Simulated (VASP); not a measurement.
# NaCl (P1) in VASP: single point with PBE

Aim: the single point of NaCl with PBE.

Program: VASP 6.6.1. These are calculated values, not measurements. Logs are shortened: lines on timing, memory, paths and dates and some standing lists are left out, and cuts for length are marked.

### Step 1. The cell of the first run

The typed cell holds 16 atoms: a = 8.034 Å, b = 8.034 Å, c = 8.034 Å, α = 60.00°, β = 60.00°, γ = 60.00°.

### Step 2. Single point, PBE

File INCAR:

```
ALGO     = Normal         # electronic algorithm
EDIFF    = 1E-6           # SCF threshold, eV
ENCUT    = 520            # plane-wave cutoff, eV
GGA      = PE             # functional
ISIF     = 2              # what is computed and relaxed
ISMEAR   = -1             # smearing method
LASPH    = T              # aspherical terms in the spheres
LCHARG   = F              # write CHGCAR
LREAL    = Auto         
LWAVE    = F              # write WAVECAR
NBANDS   = 70             # bands
NELM     = 80             # most SCF steps
PREC     = Accurate       # precision mode
SIGMA    = 0.02           # smearing width, eV
```

File KPOINTS:

```
k-points
0
Gamma
  2 2 2
```

File POSCAR:

```
NaCl
1.0
    0.0000000000      5.6809180000      5.6809180000
    5.6809180000      0.0000000000      5.6809180000
    5.6809180000      5.6809180000      0.0000000000
Na Cl
8 8
Direct
   -0.0111791791      0.0073018128     -0.0014837391
   -0.0077400343     -0.0005580964      0.5138575315
    0.0048614502      0.5048547611     -0.0012454853
   -0.0061335157      0.5158414538      0.4998531927
    0.5161619126     -0.0073439715     -0.0005714745
    0.5042395437     -0.0003799562      0.5076974355
    0.5055812282      0.4971230882     -0.0031437701
    0.4991629874      0.4972699835      0.4891337984
    0.2467299299      0.2447865820      0.2547485283
    0.2450933986      0.2486931690      0.7612678972
    0.2400050485      0.7465870833      0.2585360324
    0.2408228740      0.7499441111      0.7506482227
    0.7570456923      0.2421591898      0.2599105461
    0.7436700371      0.2511690012      0.7604831649
    0.7588416168      0.7541365674      0.2326845767
    0.7616589431      0.7396243002      0.7421710716
```

Potentials or basis: VASP PAW PBE potentials, release 64 (Na_pv, Cl).

Run with:

```console
$ cat potpaw_PBE.64/Na_pv/POTCAR potpaw_PBE.64/Cl/POTCAR > POTCAR
$ mpirun -np 1 vasp_std > vasp.out
```

OUTCAR:

```text
EDIFF = 1E-6
   ENCUT = 520
   GGA = PE
   ISIF = 2
   ISMEAR = -1
   LASPH = T
   LREAL = Auto
   NELM = 80
   PREC = Accurate

 ion  position               nearest neighbor table
   1  0.989  0.007  0.999-
   2  0.992  0.999  0.514-
   3  0.005  0.505  0.999-
   4  0.994  0.516  0.500-  16 2.65  11 2.71
   5  0.516  0.993  0.999-  15 2.70
   6  0.504  1.000  0.508-
   7  0.506  0.497  0.997-
   8  0.499  0.497  0.489-
   9  0.247  0.245  0.255-
  10  0.245  0.249  0.761-
  11  0.240  0.747  0.259-   4 2.71
  12  0.241  0.750  0.751-
  13  0.757  0.242  0.260-
  14  0.744  0.251  0.760-
  15  0.759  0.754  0.233-   5 2.70
  16  0.762  0.740  0.742-   4 2.65

  LATTYP: Found a face centered cubic cell.
 ALAT       =    11.3618360000

  Lattice vectors:

 A1 = (   0.0000000000,   5.6809180000,   5.6809180000)
 A2 = (   5.6809180000,   0.0000000000,   5.6809180000)
 A3 = (   5.6809180000,   5.6809180000,   0.0000000000)

Analysis of symmetry for initial positions (statically):
=====================================================================
 Subroutine PRICEL returns:
 Original cell was already a primitive cell.

 Routine SETGRP: Setting up the symmetry group for a
 face centered cubic supercell.

 Subroutine GETGRP returns: Found  1 space group operations
 (whereof  1 operations were pure point group operations)
 out of a pool of 48 trial point group operations.

The static configuration has the point symmetry C_1 .

Analysis of symmetry for dynamics (positions and initial velocities):
=====================================================================
 Subroutine PRICEL returns:
 Original cell was already a primitive cell.

 Routine SETGRP: Setting up the symmetry group for a
 face centered cubic supercell.

 Subroutine GETGRP returns: Found  1 space group operations
 (whereof  1 operations were pure point group operations)
 out of a pool of 48 trial point group operations.

The dynamic configuration has the point symmetry C_1 .

 Subroutine INISYM returns: Found  1 space group operations
 (whereof  1 operations are pure point group operations),
 and found     1 'primitive' translations

----------------------------------------------------------------------------------------

                                     Primitive cell

  volume of cell :     366.6786

  direct lattice vectors                    reciprocal lattice vectors
     0.000000000  5.680918000  5.680918000    -0.088013944  0.088013944  0.088013944
     5.680918000  0.000000000  5.680918000     0.088013944 -0.088013944  0.088013944
     5.680918000  5.680918000  0.000000000     0.088013944  0.088013944 -0.088013944

  length of vectors
     8.034031282  8.034031282  8.034031282     0.152444623  0.152444623  0.152444623

  position of ions in fractional coordinates (direct lattice)
     0.988820821  0.007301813  0.998516261
     0.992259966  0.999441904  0.513857532
     0.004861450  0.504854761  0.998754515
     0.993866484  0.515841454  0.499853193
     0.516161913  0.992656029  0.999428526
     0.504239544  0.999620044  0.507697435
[... 8 lines left out ...]
     0.758841617  0.754136567  0.232684577
     0.761658943  0.739624300  0.742171072

  ion indices of the primitive-cell ions
   primitive index   ion index
                 1           1
                 2           2
                 3           3
                 4           4
                 5           5
                 6           6
[... 8 lines left out ...]
                15          15
                16          16

----------------------------------------------------------------------------------------

 KPOINTS: k-points

Automatic generation of k-mesh.
 Grid dimensions read from file:
 generate k-points for:    2    2    2

 Generating k-lattice:

  Cartesian coordinates                     Fractional coordinates (reciprocal lattice)
    -0.044006972  0.044006972  0.044006972     0.500000000  0.000000000  0.000000000
     0.044006972 -0.044006972  0.044006972     0.000000000  0.500000000  0.000000000
     0.044006972  0.044006972 -0.044006972     0.000000000  0.000000000  0.500000000

  Length of vectors
     0.076222312  0.076222312  0.076222312

  Shift w.r.t. Gamma in fractional coordinates (k-lattice)
     0.000000000  0.000000000  0.000000000

 Subroutine IBZKPT returns following result:
 ===========================================

 Found      8 irreducible k-points:

 Following reciprocal coordinates:
            Coordinates               Weight
  0.000000  0.000000  0.000000      1.000000
  0.500000  0.000000  0.000000      1.000000
  0.000000  0.500000  0.000000      1.000000
  0.000000  0.000000  0.500000      1.000000
  0.500000  0.500000  0.500000      1.000000
  0.500000  0.500000  0.000000      1.000000
  0.000000  0.500000  0.500000      1.000000
  0.500000  0.000000  0.500000      1.000000
   k-points           NKPTS =      8   k-points in BZ     NKDIM =      8   number of bands    NBANDS=     70
   number of dos      NEDOS =    301   number of ions     NIONS =     16
   total plane-waves  NPLWV = 216000
   dimension x,y,z NGX =    60 NGY =   60 NGZ =   60
   dimension x,y,z NGXF=   120 NGYF=  120 NGZF=  120
   ions per type =               8   8
   NGX,Y,Z   is equivalent  to a cutoff of  12.42, 12.42, 12.42 a.u.
   NGXF,Y,Z  is equivalent  to a cutoff of  24.83, 24.83, 24.83 a.u.
 SYSTEM =  unknown system
   PREC   = accura    normal or accurate (medium, high low for compatibility)
   ISTART =      0    job   : 0-new  1-cont  2-samecut
   ICHARG =      2    charge: 1-file 2-atom 10-const
   ISPIN  =      1    spin polarized calculation?
   LNONCOLLINEAR =      F non collinear calculations
   LSORBIT =      F    spin-orbit coupling
   LASPH  =      T    aspherical Exc in radial PAW
   ENCUT  =  520.0 eV  38.22 Ry    6.18 a.u.  14.94 14.94 14.94*2*pi/ulx,y,z
   NELM   =     80;   NELMIN=  2; NELMDL= -5     # of ELM steps
   EDIFF  = 0.1E-05   stopping-criterion for ELM
   LREAL  =      T    real-space projection
   EDIFFG = 0.1E-04   stopping-criterion for IOM
   NSW    =      0    number of steps for IOM
   IBRION =     -1    ionic relax: 0-MD 1-quasi-New 2-CG
   NFREE  =      0    steps in history (QN), initial steepest desc. (CG)
   ISIF   =      2    stress and relaxation
   ISYM   =      2    0-nonsym 1-usesym 2-fastsym
   POTIM  = 0.5000    time-step for ionic-motion
   TEBEG  =    0.0;   TEEND  =   0.0 temperature during run
   PSTRESS=    0.0 pullay stress
   NELECT =     112.0000    total number of electrons
   NUPDOWN=      -1.0000    fix difference up-down
   EMIN   =  10.00;   EMAX   =-10.00  energy-range for DOS
   EFERMI =   0.00;   METHOD = LEGACY
   ISMEAR =    -1;   SIGMA  =   0.02  broadening in eV -4-tet -1-fermi 0-gaus
   EFERMI_NEDOS =   21; number of points for ismear=-14 and -15
   IALGO  =     38    algorithm
   IMIX   =      4    mixing-type and parameters
     AMIX     =   0.40;   BMIX     =  1.00
     AMIX_MAG =   1.60;   BMIX_MAG =  1.00
  volume/ion in A,a.u.               =      22.92       154.65
  Fermi-wavevector in a.u.,A,eV,Ry     =   1.102518  2.083457 16.538504  1.215546
  Thomas-Fermi vector in A             =   2.238962
   LORBIT       =      0    0 simple, 1 ext, 2 COOP (PROOUT), +10 PAW based schemes
   GGA     = PE    functional components
   LHFCALC =     F    Hartree Fock is set to
   AEXX    =    0.0000 exact exchange contribution
   IVDW    =     0    specifies the selected vdW correction
   LEPSILON=     F    determine dielectric tensor
   LRPA    =     F    only Hartree local field effects (RPA)
 non-spin polarized calculation
  energy-cutoff  :      520.00
  volume of cell :      366.68
 maximum number of plane-waves:      9922
 NGX is ok and might be reduce to    60
   NGX = 29   NGY = 29   NGZ = 29

 number of electron     111.9999995 magnetization

 Free energy of the ion-electron system (eV)
  ---------------------------------------------------
  ext. energy  EPLUGINS =         0.00000000
  ---------------------------------------------------
  free energy    TOTEN  =       -54.06029774 eV

  energy without entropy =      -54.06029774  energy(sigma->0) =      -54.06029774

 E-fermi :  -0.2559     XC(G=0):  -8.0689

 val. band max:       -0.7831328992   @ k =   0.0000   0.0000   0.0000
 cond. band min:       4.1609125102   @ k =   0.0000   0.0000   0.0000
 fundamental gap:      4.9440454094
 Fermi energy:        -0.2558731993

 k-point     1 :       0.0000    0.0000    0.0000
  band No.  band energies     occupation
      1     -21.8493      2.00000
      2     -21.8474      2.00000
      3     -21.8418      2.00000
      4     -21.8293      2.00000
      5     -21.8269      2.00000
      6     -21.8236      2.00000
[... 60 lines left out ...]
     67       7.2574      0.00000
     68       9.4640      0.00000

 k-point     2 :       0.5000    0.0000    0.0000
  band No.  band energies     occupation
      1     -21.8491      2.00000
      2     -21.8472      2.00000
      3     -21.8414      2.00000
      4     -21.8291      2.00000
      5     -21.8267      2.00000
      6     -21.8231      2.00000
[... 60 lines left out ...]
     67       8.2277      0.00000
     68       8.4220      0.00000

 k-point     3 :       0.0000    0.5000    0.0000
  band No.  band energies     occupation
      1     -21.8478      2.00000
      2     -21.8459      2.00000
      3     -21.8413      2.00000
      4     -21.8303      2.00000
      5     -21.8271      2.00000
      6     -21.8237      2.00000
[... 344 lines left out ...]
     67       8.5462      0.00000
     68       8.6289      0.00000

 k-point     8 :       0.5000    0.0000    0.5000
  band No.  band energies     occupation
      1     -21.8483      2.00000
      2     -21.8457      2.00000
      3     -21.8411      2.00000
      4     -21.8295      2.00000
      5     -21.8272      2.00000
      6     -21.8232      2.00000
[... 60 lines left out ...]
     67       8.6215      0.00000
     68       8.6621      0.00000
 [bands above 68 left out]

------------------------ aborting loop because EDIFF is reached ----------------------------------------

  FORCE on cell =-STRESS in cart. coord.  units (eV):
  Direction    XX          YY          ZZ          XY          YZ          ZX
  --------------------------------------------------------------------------------------
  -------------------------------------------------------------------------------------
  Total        0.9515104      0.7878406      0.8932399      0.0022033     -0.0400579      0.0131634
  in kB        4.1575603      3.4424163      3.9029514      0.0096270     -0.1750301      0.0575166
  external PRESSURE =       3.8343093 kB  Pullay stress =       0.0000000 kB

 VOLUME and BASIS-vectors are now :
 -----------------------------------------------------------------------------
  energy-cutoff  :      520.00
  volume of cell :      366.68
      direct lattice vectors                 reciprocal lattice vectors
     0.000000000  5.680918000  5.680918000    -0.088013944  0.088013944  0.088013944
     5.680918000  0.000000000  5.680918000     0.088013944 -0.088013944  0.088013944
     5.680918000  5.680918000  0.000000000     0.088013944  0.088013944 -0.088013944

 POSITION                                       TOTAL-FORCE (eV/Angst)
 -----------------------------------------------------------------------------------
      5.71397     11.28990      5.65889        -0.036388      0.181707      0.122560
      8.59693      8.55613     11.31469        -0.104130     -0.014818      0.150865
      8.54188      5.70146      2.89566        -0.111228      0.091981     -0.114885
      5.77008      8.48570      8.57653        -0.336456      0.064011     -0.129648
     11.31687      8.60995      8.57147         0.121696     -0.219191     -0.168693
      8.56295      5.74873      8.54330        -0.018206     -0.162570     -0.087450
[... 8 lines left out ...]
      5.60605      5.63278      8.59511         0.186398      0.129080     -0.228749
      8.41796      8.54313      8.52867         0.357760     -0.045659     -0.114874
 -----------------------------------------------------------------------------------
    total drift:                               -0.000978      0.000124      0.000225

  FREE ENERGIE OF THE ION-ELECTRON SYSTEM (eV)
  ---------------------------------------------------
  free  energy   TOTEN  =       -54.0602977385 eV

  energy  without entropy=      -54.0602977385  energy(sigma->0) =      -54.06029774
```

It took 4.2 min on 1 thread of Intel Xeon Platinum 8375C at 2.90GHz (Ice Lake), shared host; peak memory 0.51 GiB.

Results:

```
Free energy            : -54.0603 eV
Pressure               : 0.4 GPa
Largest force          : 0.379 eV/Å
Band gap on the k mesh : 4.94 eV
```

Forces in eV/Å, atoms in the order of the input:
```
Na  -0.036  0.182  0.123
Na  -0.104 -0.015  0.151
Na  -0.111  0.092 -0.115
Na  -0.336  0.064 -0.130
Na   0.122 -0.219 -0.169
Na  -0.018 -0.163 -0.087
Na   0.141 -0.031 -0.120
Na   0.162  0.069  0.000
Cl   0.054  0.107  0.097
Cl  -0.159  0.008  0.045
Cl  -0.141  0.005  0.240
Cl  -0.040  0.157  0.223
Cl   0.023 -0.185 -0.017
Cl  -0.099 -0.155  0.103
Cl   0.186  0.129 -0.229
Cl   0.358 -0.046 -0.115
```

Caveat: the k points lie up to 0.48 Å⁻¹ apart; the atoms stand as in a frame of molecular dynamics.
